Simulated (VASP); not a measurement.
# In in VASP: single point with PBE

Aim: the single point of In with PBE.

Everything below comes from runs of VASP 6.6.1. Logs are shortened: lines on timing, memory, paths and dates and some standing lists are left out, and cuts for length are marked.

**1. The cell of the first run**

The cell holds a slab with vacuum, 7 atoms: a = 3.339 Å, b = 3.339 Å, c = 31.415 Å, α = 90.00°, β = 90.00°, γ = 120.00°.

**2. Single point, PBE**

File INCAR:

```
SYSTEM = In
  ALGO = Normal
  DIPOL = 0.5 0.5 0.500
  EDIFF = 1E-6
  ENCUT = 520
  GGA = PE
  IDIPOL = 3
  ISIF = 2
  ISMEAR = -1
  LASPH = .TRUE.
  LCHARG = .FALSE.
  LDIPOL = .TRUE.
  LREAL = .FALSE.
  LWAVE = .FALSE.
  NBANDS = 54
  NELM = 60
  PREC = Accurate
  SIGMA = 0.05
```

File KPOINTS:

```
k-points
0
G
  9 9 1
  0 0 0
```

File POSCAR:

```
In
1.0
    3.3392736332      0.0000000000      0.0000000000
   -1.6696368166      2.8918957965      0.0000000000
    0.0000000000      0.0000000000     31.4149265000
In
7
Direct
    0.6666666667      0.3333333333      0.2387400142
    0.0000000000      0.0000000000      0.3254591426
    0.6666666667      0.3333333333      0.4127295713
    0.3333333333      0.6666666667      0.5000000000
    0.6666666667      0.3333333333      0.5867191283
    0.3333333333      0.6666666667      0.6739895570
    0.0000000000      0.0000000000      0.7612599858
```

Potentials or basis: VASP PAW PBE potentials, release 64 (In_d).

The run is started by

```
> cat potpaw_PBE.64/In_d/POTCAR > POTCAR
> mpirun -np 1 vasp_std > vasp.out
```

OUTCAR:

```text
SYSTEM = In
   EDIFF = 1E-6
   ENCUT = 520
   GGA = PE
   ISIF = 2
   ISMEAR = -1
   LASPH = .TRUE.
   LREAL = .FALSE.
   NELM = 60
   PREC = Accurate

 ion  position               nearest neighbor table
   1  0.667  0.333  0.239-   2 3.34   2 3.34   2 3.34
   2  0.000  0.000  0.325-   1 3.34   1 3.34   1 3.34   3 3.35   3 3.35   3 3.35
   3  0.667  0.333  0.413-   4 3.35   2 3.35   4 3.35   2 3.35   2 3.35   4 3.35
   4  0.333  0.667  0.500-   5 3.34   5 3.34   5 3.34   3 3.35   3 3.35   3 3.35
   5  0.667  0.333  0.587-   4 3.34   4 3.34   4 3.34   6 3.35   6 3.35   6 3.35
   6  0.333  0.667  0.674-   5 3.35   5 3.35   5 3.35   7 3.35   7 3.35   7 3.35
   7  0.000  0.000  0.761-   6 3.35   6 3.35   6 3.35

  LATTYP: Found a hexagonal cell.
 ALAT       =     3.3392736332
 C/A-ratio  =     9.4077125599

  Lattice vectors:

 A1 = (   3.3392736332,   0.0000000000,   0.0000000000)
 A2 = (  -1.6696368166,   2.8918957965,   0.0000000000)
 A3 = (   0.0000000000,   0.0000000000,  31.4149265000)

Analysis of symmetry for initial positions (statically):
=====================================================================
 Subroutine PRICEL returns:
 Original cell was already a primitive cell.

 Routine SETGRP: Setting up the symmetry group for a
 hexagonal supercell.

 Subroutine GETGRP returns: Found  6 space group operations
 (whereof  6 operations were pure point group operations)
 out of a pool of 24 trial point group operations.

The static configuration has the point symmetry C_3v.

Analysis of symmetry for dynamics (positions and initial velocities):
=====================================================================
 Subroutine PRICEL returns:
 Original cell was already a primitive cell.

 Routine SETGRP: Setting up the symmetry group for a
 hexagonal supercell.

 Subroutine GETGRP returns: Found  6 space group operations
 (whereof  6 operations were pure point group operations)
 out of a pool of 24 trial point group operations.

The dynamic configuration has the point symmetry C_3v.

 Subroutine INISYM returns: Found  6 space group operations
 (whereof  6 operations are pure point group operations),
 and found     1 'primitive' translations

----------------------------------------------------------------------------------------

                                     Primitive cell

  volume of cell :     303.3686

  direct lattice vectors                    reciprocal lattice vectors
     3.339273633  0.000000000  0.000000000     0.299466324  0.172896963  0.000000000
    -1.669636817  2.891895797  0.000000000     0.000000000  0.345793926  0.000000000
     0.000000000  0.000000000 31.414926500     0.000000000  0.000000000  0.031832002

  length of vectors
     3.339273633  3.339273633 31.414926500     0.345793926  0.345793926  0.031832002

  position of ions in fractional coordinates (direct lattice)
     0.666666667  0.333333333  0.238740014
     0.000000000  0.000000000  0.325459143
     0.666666667  0.333333333  0.412729571
     0.333333333  0.666666667  0.500000000
     0.666666667  0.333333333  0.586719128
     0.333333333  0.666666667  0.673989557
     0.000000000  0.000000000  0.761259986

  ion indices of the primitive-cell ions
   primitive index   ion index
                 1           1
                 2           2
                 3           3
                 4           4
                 5           5
                 6           6
                 7           7

----------------------------------------------------------------------------------------

 KPOINTS: k-points

Automatic generation of k-mesh.
 Grid dimensions read from file:
 generate k-points for:    9    9    1

 Generating k-lattice:

  Cartesian coordinates                     Fractional coordinates (reciprocal lattice)
     0.033274036  0.019210774  0.000000000     0.111111111 -0.000000000  0.000000000
     0.000000000  0.038421547  0.000000000     0.000000000  0.111111111  0.000000000
     0.000000000  0.000000000  0.031832002     0.000000000  0.000000000  1.000000000

  Length of vectors
     0.038421547  0.038421547  0.031832002

  Shift w.r.t. Gamma in fractional coordinates (k-lattice)
     0.000000000  0.000000000  0.000000000

 Subroutine IBZKPT returns following result:
 ===========================================

 Found     12 irreducible k-points:

 Following reciprocal coordinates:
            Coordinates               Weight
  0.000000  0.000000  0.000000      1.000000
  0.111111  0.000000  0.000000      6.000000
  0.222222 -0.000000  0.000000      6.000000
  0.333333  0.000000  0.000000      6.000000
  0.444444 -0.000000  0.000000      6.000000
  0.111111  0.111111  0.000000      6.000000
  0.222222  0.111111  0.000000     12.000000
  0.333333  0.111111  0.000000     12.000000
  0.444444  0.111111  0.000000      6.000000
  0.222222  0.222222  0.000000      6.000000
  0.333333  0.222222  0.000000     12.000000
  0.333333  0.333333  0.000000      2.000000
   k-points           NKPTS =     12   k-points in BZ     NKDIM =     12   number of bands    NBANDS=     54
   number of dos      NEDOS =    301   number of ions     NIONS =      7
   total plane-waves  NPLWV = 188160
   dimension x,y,z NGX =    28 NGY =   28 NGZ =  240
   dimension x,y,z NGXF=    56 NGYF=   56 NGZF=  480
   ions per type =               7
   NGX,Y,Z   is equivalent  to a cutoff of  13.94, 13.94, 12.70 a.u.
   NGXF,Y,Z  is equivalent  to a cutoff of  27.88, 27.88, 25.40 a.u.
 SYSTEM =  In
   PREC   = accura    normal or accurate (medium, high low for compatibility)
   ISTART =      0    job   : 0-new  1-cont  2-samecut
   ICHARG =      2    charge: 1-file 2-atom 10-const
   ISPIN  =      1    spin polarized calculation?
   LNONCOLLINEAR =      F non collinear calculations
   LSORBIT =      F    spin-orbit coupling
   LASPH  =      T    aspherical Exc in radial PAW
   ENCUT  =  520.0 eV  38.22 Ry    6.18 a.u.   6.21  6.21 58.41*2*pi/ulx,y,z
   NELM   =     60;   NELMIN=  2; NELMDL= -5     # of ELM steps
   EDIFF  = 0.1E-05   stopping-criterion for ELM
   LREAL  =      F    real-space projection
   EDIFFG = 0.1E-04   stopping-criterion for IOM
   NSW    =      0    number of steps for IOM
   IBRION =     -1    ionic relax: 0-MD 1-quasi-New 2-CG
   NFREE  =      0    steps in history (QN), initial steepest desc. (CG)
   ISIF   =      2    stress and relaxation
   ISYM   =      2    0-nonsym 1-usesym 2-fastsym
   POTIM  = 0.5000    time-step for ionic-motion
   TEBEG  =    0.0;   TEEND  =   0.0 temperature during run
   PSTRESS=    0.0 pullay stress
   NELECT =      91.0000    total number of electrons
   NUPDOWN=      -1.0000    fix difference up-down
   EMIN   =  10.00;   EMAX   =-10.00  energy-range for DOS
   EFERMI =   0.00;   METHOD = LEGACY
   ISMEAR =    -1;   SIGMA  =   0.05  broadening in eV -4-tet -1-fermi 0-gaus
   EFERMI_NEDOS =   21; number of points for ismear=-14 and -15
   IALGO  =     38    algorithm
   IMIX   =      4    mixing-type and parameters
     AMIX     =   0.40;   BMIX     =  1.00
     AMIX_MAG =   1.60;   BMIX_MAG =  1.00
  volume/ion in A,a.u.               =      43.34       292.46
  Fermi-wavevector in a.u.,A,eV,Ry     =   1.095885  2.070923 16.340112  1.200964
  Thomas-Fermi vector in A             =   2.232217
   LORBIT       =      0    0 simple, 1 ext, 2 COOP (PROOUT), +10 PAW based schemes
   GGA     = PE    functional components
   LHFCALC =     F    Hartree Fock is set to
   AEXX    =    0.0000 exact exchange contribution
   IVDW    =     0    specifies the selected vdW correction
   LEPSILON=     F    determine dielectric tensor
   LRPA    =     F    only Hartree local field effects (RPA)
 non-spin polarized calculation
  energy-cutoff  :      520.00
  volume of cell :      303.37
 maximum number of plane-waves:      8229
 NGX is ok and might be reduce to    28
   NGX = 13   NGY = 13   NGZ =117

 dipolmoment           0.000000      0.000000      0.000206 electrons x Angstroem

 number of electron      91.0000004 magnetization

 dipolmoment           0.000000      0.000000     -0.000339 electrons x Angstroem

 Free energy of the ion-electron system (eV)
  ---------------------------------------------------
  ext. energy  EPLUGINS =         0.00000000
  ---------------------------------------------------
  free energy    TOTEN  =       -17.45732299 eV

  energy without entropy =      -17.41412157  energy(sigma->0) =      -17.43572228

 E-fermi :   3.1062     XC(G=0):  -6.7134

 val. band max:        3.0334061175   @ k =   0.4444  -0.0000   0.0000
 cond. band min:       3.1276684150   @ k =   0.3333   0.2222   0.0000
 fundamental gap:      0.0942622976
 Fermi energy:         3.1062214747

 k-point     1 :       0.0000    0.0000    0.0000
  band No.  band energies     occupation
      1     -11.6244      2.00000
      2     -11.6206      2.00000
      3     -11.5947      2.00000
      4     -11.5863      2.00000
      5     -11.5808      2.00000
      6     -11.5659      2.00000
[... 46 lines left out ...]
     53      11.5029      0.00000
     54      11.5029      0.00000

 k-point     2 :       0.1111    0.0000    0.0000
  band No.  band energies     occupation
      1     -11.6169      2.00000
      2     -11.6096      2.00000
      3     -11.5866      2.00000
      4     -11.5797      2.00000
      5     -11.5759      2.00000
      6     -11.5616      2.00000
[... 46 lines left out ...]
     53       9.7309      0.00000
     54       9.8082      0.00000

 k-point     3 :       0.2222   -0.0000    0.0000
  band No.  band energies     occupation
      1     -11.6499      2.00000
      2     -11.6416      2.00000
      3     -11.6149      2.00000
      4     -11.5841      2.00000
      5     -11.5751      2.00000
      6     -11.5558      2.00000
[... 46 lines left out ...]
     53       7.8696      0.00000
     54       8.4151      0.00000

 k-point     4 :       0.3333    0.0000    0.0000
  band No.  band energies     occupation
      1     -11.6983      2.00000
      2     -11.6909      2.00000
      3     -11.6582      2.00000
      4     -11.6243      2.00000
      5     -11.6069      2.00000
      6     -11.5889      2.00000
[... 46 lines left out ...]
     53       6.8062      0.00000
     54       7.8803      0.00000

 k-point     5 :       0.4444   -0.0000    0.0000
  band No.  band energies     occupation
      1     -11.7304      2.00000
      2     -11.7222      2.00000
      3     -11.6840      2.00000
      4     -11.6582      2.00000
      5     -11.6359      2.00000
      6     -11.6212      2.00000
[... 46 lines left out ...]
     53       7.0433      0.00000
     54       7.3130      0.00000

 k-point     6 :       0.1111    0.1111    0.0000
  band No.  band energies     occupation
      1     -11.6122      2.00000
      2     -11.6015      2.00000
      3     -11.5866      2.00000
      4     -11.5851      2.00000
      5     -11.5749      2.00000
      6     -11.5654      2.00000
[... 46 lines left out ...]
     53       8.1411      0.00000
     54       8.3200      0.00000

 k-point     7 :       0.2222    0.1111    0.0000
  band No.  band energies     occupation
      1     -11.6452      2.00000
      2     -11.6393      2.00000
      3     -11.6132      2.00000
      4     -11.5937      2.00000
      5     -11.5801      2.00000
      6     -11.5660      2.00000
[... 46 lines left out ...]
     53       6.7426      0.00000
     54       7.2364      0.00000

 k-point     8 :       0.3333    0.1111    0.0000
  band No.  band energies     occupation
      1     -11.6833      2.00000
      2     -11.6787      2.00000
      3     -11.6487      2.00000
      4     -11.6305      2.00000
      5     -11.6059      2.00000
      6     -11.5962      2.00000
[... 46 lines left out ...]
     53       6.0293      0.00000
     54       6.3951      0.00000

 k-point     9 :       0.4444    0.1111    0.0000
  band No.  band energies     occupation
      1     -11.6988      2.00000
      2     -11.6935      2.00000
      3     -11.6635      2.00000
      4     -11.6465      2.00000
      5     -11.6266      2.00000
      6     -11.6078      2.00000
[... 46 lines left out ...]
     53       5.7246      0.00000
     54       6.0950      0.00000

 k-point    10 :       0.2222    0.2222    0.0000
  band No.  band energies     occupation
      1     -11.6188      2.00000
      2     -11.6160      2.00000
      3     -11.6118      2.00000
      4     -11.5998      2.00000
      5     -11.5855      2.00000
      6     -11.5710      2.00000
[... 46 lines left out ...]
     53       5.5436      0.00000
     54       5.8308      0.00000

 k-point    11 :       0.3333    0.2222    0.0000
  band No.  band energies     occupation
      1     -11.6383      2.00000
      2     -11.6344      2.00000
      3     -11.6184      2.00000
      4     -11.6027      2.00000
      5     -11.5829      2.00000
      6     -11.5725      2.00000
[... 46 lines left out ...]
     53       4.7195      0.00000
     54       5.1533      0.00000

 k-point    12 :       0.3333    0.3333    0.0000
  band No.  band energies     occupation
      1     -11.6280      2.00000
      2     -11.6265      2.00000
      3     -11.6097      2.00000
      4     -11.5873      2.00000
      5     -11.5770      2.00000
      6     -11.5737      2.00000
[... 46 lines left out ...]
     53       3.8794      0.00000
     54       4.5321      0.00000

------------------------ aborting loop because EDIFF is reached ----------------------------------------

 vacuum level on the upper side and lower side of the slab       (xc-potential included)        -0.178        -0.173

  FORCE on cell =-STRESS in cart. coord.  units (eV):
  Direction    XX          YY          ZZ          XY          YZ          ZX
  --------------------------------------------------------------------------------------
  -------------------------------------------------------------------------------------
  Total        1.1856288      1.1856288      1.2446064      0.0000000      0.0000000      0.0000000
  in kB        6.2616474      6.2616474      6.5731255      0.0000000      0.0000000      0.0000000
  external PRESSURE =       6.3654734 kB  Pullay stress =       0.0000000 kB

 VOLUME and BASIS-vectors are now :
 -----------------------------------------------------------------------------
  energy-cutoff  :      520.00
  volume of cell :      303.37
      direct lattice vectors                 reciprocal lattice vectors
     3.339273633  0.000000000  0.000000000     0.299466324  0.172896963  0.000000000
    -1.669636817  2.891895797  0.000000000     0.000000000  0.345793926  0.000000000
     0.000000000  0.000000000 31.414926500     0.000000000  0.000000000  0.031832002

 POSITION                                       TOTAL-FORCE (eV/Angst)
 -----------------------------------------------------------------------------------
      1.66964      0.96397      7.50000        -0.000000     -0.000000     -0.103661
      0.00000      0.00000     10.22428         0.000000      0.000000      0.091808
      1.66964      0.96397     12.96587         0.000000     -0.000000     -0.092252
     -0.00000      1.92793     15.70746         0.000000      0.000000     -0.007009
      1.66964      0.96397     18.43174         0.000000      0.000000      0.058813
     -0.00000      1.92793     21.17333        -0.000000      0.000000     -0.046840
      0.00000      0.00000     23.91493         0.000000      0.000000      0.099142
 -----------------------------------------------------------------------------------
    total drift:                                0.000000      0.000000      0.000532

  FREE ENERGIE OF THE ION-ELECTRON SYSTEM (eV)
  ---------------------------------------------------
  free  energy   TOTEN  =       -17.4573229889 eV

  energy  without entropy=      -17.4141215683  energy(sigma->0) =      -17.43572228

 vacuum level on the upper side and lower side of the slab         6.651         6.657
```

It took 18 min on 1 thread of AMD EPYC 7R43 (Zen 3), shared host; peak memory 0.43 GiB.

Results:

```
Free energy            : -17.4573 eV
Largest force          : 0.104 eV/Å
Band gap on the k mesh : zero (an odd number of electrons rules out a gap without spin polarisation)
```

Forces on the atoms (eV/Å):
```
In   0.000  0.000 -0.104
In   0.000  0.000  0.092
In   0.000  0.000 -0.092
In   0.000  0.000 -0.007
In   0.000  0.000  0.059
In   0.000  0.000 -0.047
In   0.000  0.000  0.099
```

Levels at points of the mesh, in eV from the Fermi level:
| k point | band 42 | band 43 | band 44 | band 45 | band 46 | band 47 |
| --- | --- | --- | --- | --- | --- | --- |
| (0.00, 0.00, 0.00) | -4.98 | -2.87 | -1.55 | 0.05 | 1.69 | 3.02 |

Caveat: spin-orbit coupling is left out, which moves the levels of the heavy elements.

The gap in the log of VASP goes by the Fermi energy; the results here count the filled bands.